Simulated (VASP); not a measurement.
# SnO (Pmn2_1) in VASP: single point with PBE

Aim: the single point of SnO with PBE.

Everything below comes from runs of VASP 6.6.1. Logs are shortened: lines on timing, memory, paths and dates and some standing lists are left out, and cuts for length are marked.

### 1 The cell of the first run

Symmetry: Pmn2_1, No. 31, orthorhombic system. The conventional cell has a = 3.355 Å, b = 5.674 Å, c = 4.222 Å, α = 90.00°, β = 90.00°, γ = 90.00°. Sn (site symmetry m) has 3 O at 2.15 to 2.16 Å within 2.8 Å. O (site symmetry m) has 3 Sn at 2.15 to 2.16 Å within 2.8 Å.

### 2 Single point, PBE

Contents of INCAR:

```
ALGO = Normal
EDIFF = 1E-6
ENCUT = 520
GGA = PE
ISIF = 2
ISMEAR = 0
LASPH = True
LCHARG = False
LREAL = False
LWAVE = False
NBANDS = 28
NELM = 80
PREC = Accurate
SIGMA = 0.1
```

Contents of KPOINTS:

```
k-points
0
Gamma
  6 4 4
```

Contents of POSCAR:

```
SnO
1.0
    3.3550050300      0.0000000000      0.0000000000
    0.0000000000      5.6741042100      0.0000000000
    0.0000000000      0.0000000000      4.2219700800
Sn O
2 2
Direct
    0.0000000000      0.2319089900      0.5131440200
    0.5000000000      0.7680910100      0.0131440200
    0.0000000000      0.8912500000      0.7368570000
    0.5000000000      0.1087500000      0.2368570000
```

Potentials or basis: VASP PAW PBE potentials, release 64 (Sn_d, O).

Run with:

```bash
$ cat potpaw_PBE.64/Sn_d/POTCAR potpaw_PBE.64/O/POTCAR > POTCAR
$ mpirun -np 1 vasp_std > vasp.out
```

OUTCAR:

```text
EDIFF = 1E-6
   ENCUT = 520
   GGA = PE
   ISIF = 2
   ISMEAR = 0
   LASPH = True
   LREAL = False
   NELM = 80
   PREC = Accurate

 ion  position               nearest neighbor table
   1  0.000  0.232  0.513-   3 2.15   4 2.16   4 2.16
   2  0.500  0.768  0.013-   4 2.15   3 2.16   3 2.16
   3  0.000  0.891  0.737-   1 2.15   2 2.16   2 2.16
   4  0.500  0.109  0.237-   2 2.15   1 2.16   1 2.16

  LATTYP: Found a simple orthorhombic cell.
 ALAT       =     3.3550050300
 B/A-ratio  =     1.2584094635
 C/A-ratio  =     1.6912356790

  Lattice vectors:

 A1 = (  -3.3550050300,   0.0000000000,   0.0000000000)
 A2 = (   0.0000000000,   0.0000000000,   4.2219700800)
 A3 = (   0.0000000000,   5.6741042100,   0.0000000000)

Analysis of symmetry for initial positions (statically):
=====================================================================
 Subroutine PRICEL returns:
 Original cell was already a primitive cell.

 Routine SETGRP: Setting up the symmetry group for a
 simple orthorhombic supercell.

 Subroutine GETGRP returns: Found  4 space group operations
 (whereof  2 operations were pure point group operations)
 out of a pool of  8 trial point group operations.

The static configuration has the point symmetry C_1h.
 The point group associated with its full space group is C_2v.

Analysis of symmetry for dynamics (positions and initial velocities):
=====================================================================
 Subroutine PRICEL returns:
 Original cell was already a primitive cell.

 Routine SETGRP: Setting up the symmetry group for a
 simple orthorhombic supercell.

 Subroutine GETGRP returns: Found  4 space group operations
 (whereof  2 operations were pure point group operations)
 out of a pool of  8 trial point group operations.

The dynamic configuration has the point symmetry C_1h.
 The point group associated with its full space group is C_2v.

 Subroutine INISYM returns: Found  4 space group operations
 (whereof  2 operations are pure point group operations),
 and found     1 'primitive' translations

----------------------------------------------------------------------------------------

[... 90 lines left out ...]
   ISPIN  =      1    spin polarized calculation?
   LNONCOLLINEAR =      F non collinear calculations
   LSORBIT =      F    spin-orbit coupling
   LASPH  =      T    aspherical Exc in radial PAW
   ENCUT  =  520.0 eV  38.22 Ry    6.18 a.u.   6.24 10.55  7.85*2*pi/ulx,y,z
   NELM   =     80;   NELMIN=  2; NELMDL= -5     # of ELM steps
   EDIFF  = 0.1E-05   stopping-criterion for ELM
   LREAL  =      F    real-space projection
   EDIFFG = 0.1E-04   stopping-criterion for IOM
   NSW    =      0    number of steps for IOM
   IBRION =     -1    ionic relax: 0-MD 1-quasi-New 2-CG
   NFREE  =      0    steps in history (QN), initial steepest desc. (CG)
   ISIF   =      2    stress and relaxation
   ISYM   =      2    0-nonsym 1-usesym 2-fastsym
   POTIM  = 0.5000    time-step for ionic-motion
   TEBEG  =    0.0;   TEEND  =   0.0 temperature during run
   PSTRESS=    0.0 pullay stress
   NELECT =      40.0000    total number of electrons
   NUPDOWN=      -1.0000    fix difference up-down
   EMIN   =  10.00;   EMAX   =-10.00  energy-range for DOS
   EFERMI =   0.00;   METHOD = LEGACY
   ISMEAR =     0;   SIGMA  =   0.10  broadening in eV -4-tet -1-fermi 0-gaus
   EFERMI_NEDOS =   21; number of points for ismear=-14 and -15
   IALGO  =     38    algorithm
   IMIX   =      4    mixing-type and parameters
     AMIX     =   0.40;   BMIX     =  1.00
     AMIX_MAG =   1.60;   BMIX_MAG =  1.00
  volume/ion in A,a.u.               =      20.09       135.59
  Fermi-wavevector in a.u.,A,eV,Ry     =   1.297357  2.451650 22.900457  1.683136
  Thomas-Fermi vector in A             =   2.428755
   LORBIT       =      0    0 simple, 1 ext, 2 COOP (PROOUT), +10 PAW based schemes
   GGA     = PE    functional components
   LHFCALC =     F    Hartree Fock is set to
   AEXX    =    0.0000 exact exchange contribution
   IVDW    =     0    specifies the selected vdW correction
   LEPSILON=     F    determine dielectric tensor
   LRPA    =     F    only Hartree local field effects (RPA)
 non-spin polarized calculation
 Gauss-broadening in eV      SIGMA  =   0.10
  energy-cutoff  :      520.00
  volume of cell :       80.37
 maximum number of plane-waves:      2182
 NGX is ok and might be reduce to    28
   NGX = 13   NGY = 21   NGZ = 15

 number of electron      39.9999992 magnetization

 Free energy of the ion-electron system (eV)
  ---------------------------------------------------
  ext. energy  EPLUGINS =         0.00000000
  ---------------------------------------------------
  free energy    TOTEN  =       -22.44365517 eV

  energy without entropy =      -22.44365517  energy(sigma->0) =      -22.44365517

 E-fermi :   5.2746     XC(G=0):  -9.5360

 val. band max:        4.8532909910   @ k =   0.0000   0.0000   0.0000
 cond. band min:       6.5017761369   @ k =   0.3333   0.5000   0.0000
 fundamental gap:      1.6484851459
 Fermi energy:         5.2746150038

 k-point     1 :       0.0000    0.0000    0.0000
  band No.  band energies     occupation
      1     -16.3645      2.00000
      2     -16.0466      2.00000
      3     -15.9653      2.00000
      4     -15.9396      2.00000
      5     -15.9121      2.00000
      6     -15.8793      2.00000
[... 733 lines left out ...]
     27      14.4684      0.00000
     28      14.4684      0.00000

 [... further k-points ...]

------------------------ aborting loop because EDIFF is reached ----------------------------------------

  FORCE on cell =-STRESS in cart. coord.  units (eV):
  Direction    XX          YY          ZZ          XY          YZ          ZX
  --------------------------------------------------------------------------------------
  -------------------------------------------------------------------------------------
  Total        0.1737268      0.3363265      0.2641084      0.0000000      0.0000000      0.0000000
  in kB        3.4631533      6.7044949      5.2648644      0.0000000      0.0000000      0.0000000
  external PRESSURE =       5.1441709 kB  Pullay stress =       0.0000000 kB

 VOLUME and BASIS-vectors are now :
 -----------------------------------------------------------------------------
  energy-cutoff  :      520.00
  volume of cell :       80.37
      direct lattice vectors                 reciprocal lattice vectors
     3.355005030  0.000000000  0.000000000     0.298062146  0.000000000  0.000000000
     0.000000000  5.674104210  0.000000000     0.000000000  0.176239273  0.000000000
     0.000000000  0.000000000  4.221970080     0.000000000  0.000000000  0.236856250

 POSITION                                       TOTAL-FORCE (eV/Angst)
 -----------------------------------------------------------------------------------
      0.00000      1.31588      2.16648         0.000000     -0.040511      0.000747
      1.67750      4.35823      0.05549         0.000000      0.040511      0.000747
      0.00000      5.05705      3.11099         0.000000      0.060140     -0.000747
      1.67750      0.61706      1.00000         0.000000     -0.060140     -0.000747
 -----------------------------------------------------------------------------------
    total drift:                                0.000000      0.000000      0.000050

  FREE ENERGIE OF THE ION-ELECTRON SYSTEM (eV)
  ---------------------------------------------------
  free  energy   TOTEN  =       -22.4436551730 eV

  energy  without entropy=      -22.4436551729  energy(sigma->0) =      -22.44365517
```

stdout:

```text
POSCAR found type information on POSCAR SnO
 POSCAR found :  2 types and       4 ions
 scaLAPACK will be used
 LDA part: xc-table for (Slater+PW92), standard interpolation
 POSCAR, INCAR and KPOINTS ok, starting setup
 FFT: planning ... GRIDC
 FFT: planning ... GRID_SOFT
 FFT: planning ... GRID
 WAVECAR not read
 entering main loop
```

Run time: 64 s. Hardware: 1 thread of Intel Xeon Platinum 8259CL at 2.50GHz (Skylake/Cascade Lake), shared host; peak memory 0.22 GiB.

What came out:

- Free energy: -22.4437 eV
- Pressure: 0.5 GPa
- Largest force: 0.060 eV/Å
- Band gap on the k mesh: 1.65 eV (least direct gap 2.39 eV)

Forces on the atoms (eV/Å):
```
Sn   0.000 -0.041  0.001
Sn   0.000  0.041  0.001
O    0.000  0.060 -0.001
O    0.000 -0.060 -0.001
```

Stress tensor (GPa, compression positive):
```
0.35 0.00 0.00
0.00 0.67 0.00
0.00 0.00 0.53
```

Caveat: spin-orbit coupling is left out, which moves the levels of the heavy elements. A k mesh can miss the band edges.
